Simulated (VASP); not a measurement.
Input of a VASP 6.6.1 run:

The input INCAR:

```
PREC = Accurate ; ENCUT = 520
EDIFF = 1E-7 ; ISMEAR = -1
SIGMA = 0.1 ; LREAL = F
LASPH = T ; NELM = 80
ALGO = Normal ; ISIF = 2
LWAVE = F ; LCHARG = F
NBANDS = 19
```

The input KPOINTS:

```
regular mesh
0
Gamma
  4 4 2
```

POSCAR

```
Zr
1.0
    3.1439658570      0.0000000000      0.0000000000
   -1.5719829285      2.7227543008      0.0000000000
    0.0000000000      0.0000000000      5.0894642375
Zr
2
Direct
    0.3333333333      0.6666666667      0.2500000000
    0.6666666667      0.3333333333      0.7500000000
```

Potentials or basis: VASP PAW LDA potentials, release 64 (Zr_sv).

The run is started by

```bash
$ cat potpaw_LDA.64/Zr_sv/POTCAR > POTCAR
$ mpirun -np 1 vasp_std > vasp.out
```

(1) What does it give for the band gap on the k mesh?

(2) Predict the pressure.

Results:

(1) zero (band 12 reaches 10.42 eV, above the bottom of band 13 at 9.55 eV).

(2) 0.3 GPa.

Caveat: the k points lie up to 0.62 Å⁻¹ apart.
